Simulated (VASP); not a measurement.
# MgBe2Te3 (P6/mmm) in VASP: single point with PBE

Aim: the single point of MgBe2Te3 with PBE.

Program: VASP 6.6.1. These are calculated values, not measurements. Logs are shortened: lines on timing, memory, paths and dates and some standing lists are left out, and cuts for length are marked.

**1. The cell of the first run**

It takes space group P6/mmm (No. 191, hexagonal). The conventional cell has a = 6.362 Å, b = 6.362 Å, c = 3.740 Å, α = 90.00°, β = 90.00°, γ = 120.00°. Within 4.8 Å of Mg (site symmetry 6/mmm) lie 6 Be at 3.67 Å and 12 Te at 3.69 Å and 2 Mg at 3.74 Å. Within 3.5 Å of Be (site symmetry -6m2) lie 6 Te at 2.62 Å. Within 3.5 Å of Te (site symmetry mmm) lie 4 Be at 2.62 Å and 4 Te at 3.18 Å.

**2. Single point, PBE**

INCAR

```
PREC = Accurate ; ENCUT = 520
EDIFF = 1E-6 ; ISMEAR = 0
SIGMA = 0.1 ; LREAL = F
LASPH = T ; NELM = 100
ALGO = Normal ; ISIF = 2
LWAVE = F ; LCHARG = F
GGA = PE ; NBANDS = 21
```

KPOINTS

```
Automatic mesh
0
Gamma
  3 3 6
```

POSCAR

```
MgBe2Te3
1.0
    6.3623991300      0.0000000000      0.0000000000
   -3.1811995600      5.5099992700      0.0000000000
    0.0000000000      0.0000000000      3.7398843100
Mg Be Te
1 2 3
Direct
    0.0000000000      0.0000000000      0.5000000000
    0.3333333300      0.6666666700      0.5000000000
    0.6666666700      0.3333333300      0.5000000000
    0.0000000000      0.5000000000      0.0000000000
    0.5000000000      0.0000000000      0.0000000000
    0.5000000000      0.5000000000      0.0000000000
```

Potentials or basis: VASP PAW PBE potentials, release 64 (Mg, Be, Te).

The run is started by

```console
cat potpaw_PBE.64/Mg/POTCAR potpaw_PBE.64/Be/POTCAR potpaw_PBE.64/Te/POTCAR > POTCAR
mpirun -np 1 vasp_std > vasp.out
```

OUTCAR:

```text
PREC = Accurate
   ENCUT = 520
   EDIFF = 1E-6
   ISMEAR = 0
   LREAL = F
   LASPH = T
   NELM = 100
   ISIF = 2
   GGA = PE

 ion  position               nearest neighbor table
   1  0.000  0.000  0.500-
   2  0.333  0.667  0.500-   5 2.62   5 2.62   4 2.62   4 2.62   6 2.62   6 2.62
   3  0.667  0.333  0.500-   5 2.62   5 2.62   4 2.62   4 2.62   6 2.62   6 2.62
   4  0.000  0.500  0.000-   2 2.62   3 2.62   2 2.62   3 2.62   5 3.18   5 3.18   6 3.18   6 3.18

   5  0.500  0.000  0.000-   2 2.62   3 2.62   2 2.62   3 2.62   6 3.18   6 3.18   4 3.18   4 3.18

   6  0.500  0.500  0.000-   2 2.62   3 2.62   2 2.62   3 2.62   5 3.18   5 3.18   4 3.18   4 3.18

  LATTYP: Found a hexagonal cell.
 ALAT       =     6.3623991300
 C/A-ratio  =     0.5878103894

  Lattice vectors:

 A1 = (   6.3623991300,   0.0000000000,   0.0000000000)
 A2 = (  -3.1811995600,   5.5099992700,   0.0000000000)
 A3 = (   0.0000000000,   0.0000000000,   3.7398843100)

Analysis of symmetry for initial positions (statically):
=====================================================================
 Subroutine PRICEL returns:
 Original cell was already a primitive cell.

 Routine SETGRP: Setting up the symmetry group for a
 hexagonal supercell.

 Subroutine GETGRP returns: Found 24 space group operations
 (whereof 24 operations were pure point group operations)
 out of a pool of 24 trial point group operations.

The static configuration has the point symmetry D_6h.

Analysis of symmetry for dynamics (positions and initial velocities):
=====================================================================
 Subroutine PRICEL returns:
 Original cell was already a primitive cell.

 Routine SETGRP: Setting up the symmetry group for a
 hexagonal supercell.

 Subroutine GETGRP returns: Found 24 space group operations
 (whereof 24 operations were pure point group operations)
 out of a pool of 24 trial point group operations.

The dynamic configuration has the point symmetry D_6h.

 Subroutine INISYM returns: Found 24 space group operations
 (whereof 24 operations are pure point group operations),
 and found     1 'primitive' translations

----------------------------------------------------------------------------------------

                                     Primitive cell

  volume of cell :     131.1084

  direct lattice vectors                    reciprocal lattice vectors
     6.362399130  0.000000000  0.000000000     0.157173415  0.090744114  0.000000000
    -3.181199560  5.509999270  0.000000000     0.000000000  0.181488227  0.000000000
     0.000000000  0.000000000  3.739884310     0.000000000  0.000000000  0.267387950

  length of vectors
     6.362399130  6.362399123  3.739884310     0.181488227  0.181488227  0.267387950

  position of ions in fractional coordinates (direct lattice)
     0.000000000  0.000000000  0.500000000
     0.333333330  0.666666670  0.500000000
     0.666666670  0.333333330  0.500000000
     1.000000000  0.500000000  0.000000000
     0.500000000  0.000000000  0.000000000
     0.500000000  0.500000000  0.000000000

  ion indices of the primitive-cell ions
   primitive index   ion index
                 1           1
                 2           2
                 3           3
                 4           4
                 5           5
                 6           6

----------------------------------------------------------------------------------------

 KPOINTS: Automatic mesh

Automatic generation of k-mesh.
 Grid dimensions read from file:
 generate k-points for:    3    3    6

 Generating k-lattice:

  Cartesian coordinates                     Fractional coordinates (reciprocal lattice)
     0.052391138  0.030248038  0.000000000     0.333333333  0.000000000  0.000000000
     0.000000000  0.060496076  0.000000000     0.000000000  0.333333333  0.000000000
     0.000000000  0.000000000  0.044564658     0.000000000  0.000000000  0.166666667

  Length of vectors
     0.060496076  0.060496076  0.044564658

  Shift w.r.t. Gamma in fractional coordinates (k-lattice)
     0.000000000  0.000000000  0.000000000

 Subroutine IBZKPT returns following result:
 ===========================================

 Found     12 irreducible k-points:

 Following reciprocal coordinates:
            Coordinates               Weight
  0.000000  0.000000  0.000000      1.000000
  0.333333  0.000000  0.000000      6.000000
  0.333333  0.333333  0.000000      2.000000
  0.000000  0.000000  0.166667      2.000000
  0.333333  0.000000  0.166667     12.000000
  0.333333  0.333333  0.166667      4.000000
  0.000000  0.000000  0.333333      2.000000
  0.333333  0.000000  0.333333     12.000000
  0.333333  0.333333  0.333333      4.000000
  0.000000  0.000000  0.500000      1.000000
  0.333333  0.000000  0.500000      6.000000
  0.333333  0.333333  0.500000      2.000000
   k-points           NKPTS =     12   k-points in BZ     NKDIM =     12   number of bands    NBANDS=     21
   number of dos      NEDOS =    301   number of ions     NIONS =      6
   total plane-waves  NPLWV =  64512
   dimension x,y,z NGX =    48 NGY =   48 NGZ =   28
   dimension x,y,z NGXF=    96 NGYF=   96 NGZF=   56
   ions per type =               1   2   3
   NGX,Y,Z   is equivalent  to a cutoff of  12.54, 12.54, 12.45 a.u.
   NGXF,Y,Z  is equivalent  to a cutoff of  25.08, 25.08, 24.89 a.u.
 SYSTEM =  unknown system
   PREC   = accura    normal or accurate (medium, high low for compatibility)
   ISTART =      0    job   : 0-new  1-cont  2-samecut
   ICHARG =      2    charge: 1-file 2-atom 10-const
   ISPIN  =      1    spin polarized calculation?
   LNONCOLLINEAR =      F non collinear calculations
   LSORBIT =      F    spin-orbit coupling
   LASPH  =      T    aspherical Exc in radial PAW
   ENCUT  =  520.0 eV  38.22 Ry    6.18 a.u.  11.83 11.83  6.95*2*pi/ulx,y,z
   NELM   =    100;   NELMIN=  2; NELMDL= -5     # of ELM steps
   EDIFF  = 0.1E-05   stopping-criterion for ELM
   LREAL  =      F    real-space projection
   EDIFFG = 0.1E-04   stopping-criterion for IOM
   NSW    =      0    number of steps for IOM
   IBRION =     -1    ionic relax: 0-MD 1-quasi-New 2-CG
   NFREE  =      0    steps in history (QN), initial steepest desc. (CG)
   ISIF   =      2    stress and relaxation
   ISYM   =      2    0-nonsym 1-usesym 2-fastsym
   POTIM  = 0.5000    time-step for ionic-motion
   TEBEG  =    0.0;   TEEND  =   0.0 temperature during run
   PSTRESS=    0.0 pullay stress
   NELECT =      24.0000    total number of electrons
   NUPDOWN=      -1.0000    fix difference up-down
   EMIN   =  10.00;   EMAX   =-10.00  energy-range for DOS
   EFERMI =   0.00;   METHOD = LEGACY
   ISMEAR =     0;   SIGMA  =   0.10  broadening in eV -4-tet -1-fermi 0-gaus
   EFERMI_NEDOS =   21; number of points for ismear=-14 and -15
   IALGO  =     38    algorithm
   IMIX   =      4    mixing-type and parameters
     AMIX     =   0.40;   BMIX     =  1.00
     AMIX_MAG =   1.60;   BMIX_MAG =  1.00
  volume/ion in A,a.u.               =      21.85       147.46
  Fermi-wavevector in a.u.,A,eV,Ry     =   0.929541  1.756577 11.756056  0.864046
  Thomas-Fermi vector in A             =   2.055834
   LORBIT       =      0    0 simple, 1 ext, 2 COOP (PROOUT), +10 PAW based schemes
   GGA     = PE    functional components
   LHFCALC =     F    Hartree Fock is set to
   AEXX    =    0.0000 exact exchange contribution
   IVDW    =     0    specifies the selected vdW correction
   LEPSILON=     F    determine dielectric tensor
   LRPA    =     F    only Hartree local field effects (RPA)
 non-spin polarized calculation
 Gauss-broadening in eV      SIGMA  =   0.10
  energy-cutoff  :      520.00
  volume of cell :      131.11
 maximum number of plane-waves:      3590
 NGX is ok and might be reduce to    48
   NGX = 23   NGY = 23   NGZ = 13

 number of electron      24.0000002 magnetization

 Free energy of the ion-electron system (eV)
  ---------------------------------------------------
  ext. energy  EPLUGINS =         0.00000000
  ---------------------------------------------------
  free energy    TOTEN  =       -15.75930386 eV

  energy without entropy =      -15.74386170  energy(sigma->0) =      -15.75158278

 E-fermi :   6.6677     XC(G=0):  -9.5540

 val. band max:        6.6638376152   @ k =   0.0000   0.0000   0.0000
 cond. band min:       6.7201635632   @ k =   0.0000   0.0000   0.1667
 fundamental gap:      0.0563259480
 Fermi energy:         6.6676862117

 k-point     1 :       0.0000    0.0000    0.0000
  band No.  band energies     occupation
      1      -7.3893      2.00000
      2      -4.4863      2.00000
      3      -4.4863      2.00000
      4      -1.4044      2.00000
      5       1.3334      2.00000
      6       1.3334      2.00000
[... 13 lines left out ...]
     20      11.6645      0.00000
     21      11.6645      0.00000

 k-point     2 :       0.3333    0.0000    0.0000
  band No.  band energies     occupation
      1      -7.0018      2.00000
      2      -5.5526      2.00000
      3      -4.5718      2.00000
      4      -0.1663      2.00000
      5       1.5530      2.00000
      6       2.3881      2.00000
[... 13 lines left out ...]
     20      11.9077      0.00000
     21      12.0220      0.00000

 k-point     3 :       0.3333    0.3333    0.0000
  band No.  band energies     occupation
      1      -6.3750      2.00000
      2      -6.3750      2.00000
      3      -4.6894      2.00000
      4       1.3466      2.00000
      5       1.3466      2.00000
      6       1.8896      2.00000
[... 13 lines left out ...]
     20      11.5326      0.00000
     21      12.2036      0.00000

 k-point     4 :       0.0000    0.0000    0.1667
  band No.  band energies     occupation
      1      -7.2168      2.00000
      2      -4.2934      2.00000
      3      -4.2934      2.00000
      4      -1.2519      2.00000
      5       1.5686      2.00000
      6       1.5686      2.00000
[... 13 lines left out ...]
     20      11.6562      0.00000
     21      11.9361      0.00000

 k-point     5 :       0.3333    0.0000    0.1667
  band No.  band energies     occupation
      1      -6.8289      2.00000
      2      -5.3719      2.00000
      3      -4.3778      2.00000
      4       0.0195      2.00000
      5       1.7571      2.00000
      6       2.1391      2.00000
[... 13 lines left out ...]
     20      11.9712      0.00000
     21      12.0464      0.00000

 k-point     6 :       0.3333    0.3333    0.1667
  band No.  band energies     occupation
      1      -6.2003      2.00000
      2      -6.2003      2.00000
      3      -4.4927      2.00000
      4       1.5486      2.00000
      5       1.5486      2.00000
      6       2.1215      2.00000
[... 13 lines left out ...]
     20      10.3871      0.00000
     21      12.3781      0.00000

 k-point     7 :       0.0000    0.0000    0.3333
  band No.  band energies     occupation
      1      -6.8074      2.00000
      2      -3.8264      2.00000
      3      -3.8264      2.00000
      4      -0.8948      2.00000
      5      -0.1610      2.00000
      6       2.1693      2.00000
[... 13 lines left out ...]
     20      12.7799      0.00000
     21      12.8147      0.00000

 k-point     8 :       0.3333    0.0000    0.3333
  band No.  band energies     occupation
      1      -6.4185      2.00000
      2      -4.9403      2.00000
      3      -3.9078      2.00000
      4       0.2342      2.00000
      5       0.4754      2.00000
      6       1.6780      2.00000
[... 13 lines left out ...]
     20      11.6406      0.00000
     21      12.8162      0.00000

 k-point     9 :       0.3333    0.3333    0.3333
  band No.  band energies     occupation
      1      -5.7852      2.00000
      2      -5.7852      2.00000
      3      -4.0146      2.00000
      4       0.8727      2.00000
      5       0.8727      2.00000
      6       2.0682      2.00000
[... 13 lines left out ...]
     20      11.9105      0.00000
     21      11.9105      0.00000

 k-point    10 :       0.0000    0.0000    0.5000
  band No.  band energies     occupation
      1      -6.5543      2.00000
      2      -3.5282      2.00000
      3      -3.5282      2.00000
      4      -0.9367      2.00000
      5      -0.6777      2.00000
      6       1.9119      2.00000
[... 13 lines left out ...]
     20      11.8955      0.00000
     21      14.0577      0.00000

 k-point    11 :       0.3333    0.0000    0.5000
  band No.  band energies     occupation
      1      -6.1647      2.00000
      2      -4.6701      2.00000
      3      -3.6073      2.00000
      4      -0.5391      2.00000
      5       0.7728      2.00000
      6       0.8634      2.00000
[... 13 lines left out ...]
     20      12.0531      0.00000
     21      13.5607      0.00000

 k-point    12 :       0.3333    0.3333    0.5000
  band No.  band energies     occupation
      1      -5.5278      2.00000
      2      -5.5278      2.00000
      3      -3.7071      2.00000
      4       0.0896      2.00000
      5       0.0896      2.00000
      6       1.5979      2.00000
[... 13 lines left out ...]
     20      11.7972      0.00000
     21      11.7972      0.00000

------------------------ aborting loop because EDIFF is reached ----------------------------------------

  FORCE on cell =-STRESS in cart. coord.  units (eV):
  Direction    XX          YY          ZZ          XY          YZ          ZX
  --------------------------------------------------------------------------------------
  -------------------------------------------------------------------------------------
  Total        7.9715573      7.9715573     -2.0343274      0.0000000      0.0000000      0.0000000
  in kB       97.4143946     97.4143944    -24.8599817      0.0000001      0.0000000      0.0000000
  external PRESSURE =      56.6562691 kB  Pullay stress =       0.0000000 kB

 VOLUME and BASIS-vectors are now :
 -----------------------------------------------------------------------------
  energy-cutoff  :      520.00
  volume of cell :      131.11
      direct lattice vectors                 reciprocal lattice vectors
     6.362399130  0.000000000  0.000000000     0.157173415  0.090744114  0.000000000
    -3.181199560  5.509999270  0.000000000     0.000000000  0.181488227  0.000000000
     0.000000000  0.000000000  3.739884310     0.000000000  0.000000000  0.267387950

 POSITION                                       TOTAL-FORCE (eV/Angst)
 -----------------------------------------------------------------------------------
      0.00000      0.00000      1.86994        -0.000000      0.000000      0.000000
     -0.00000      3.67333      1.86994        -0.000000      0.000000      0.000000
      3.18120      1.83667      1.86994         0.000000     -0.000000      0.000000
     -1.59060      2.75500      0.00000        -0.000000      0.000000      0.000000
      3.18120      0.00000      0.00000        -0.000000      0.000000      0.000000
      1.59060      2.75500      0.00000        -0.000000      0.000000      0.000000
 -----------------------------------------------------------------------------------
    total drift:                               -0.000000      0.000000      0.000000

  FREE ENERGIE OF THE ION-ELECTRON SYSTEM (eV)
  ---------------------------------------------------
  free  energy   TOTEN  =       -15.7593038553 eV

  energy  without entropy=      -15.7438617009  energy(sigma->0) =      -15.75158278
```

It took 39 s on 1 thread of AMD EPYC 7R13, shared host; peak memory 0.22 GiB.

Results:

| Property | Result |
| --- | --- |
| Free energy | -15.7593 eV |
| Pressure | 5.7 GPa |
| Band gap on the k mesh | zero (band 12 reaches 7.55 eV, above the bottom of band 13 at 6.42 eV) |

Stress tensor (GPa, compression positive):
```
 9.74  0.00  0.00
 0.00  9.74  0.00
 0.00  0.00 -2.49
```

Levels at points of the mesh, in eV from the Fermi level:
| k point | band 10 | band 11 | band 12 | band 13 | band 14 | band 15 |
| --- | --- | --- | --- | --- | --- | --- |
| (0.00, 0.00, 0.00) | 0.00 | 0.62 | 0.64 | 0.64 | 1.03 | 1.44 |
| (0.00, 0.00, 0.50) | -2.22 | -0.09 | -0.09 | 0.15 | 0.63 | 1.69 |

Caveat: the k points lie up to 0.38 Å⁻¹ apart; spin-orbit coupling is left out, which moves the levels of the heavy elements.
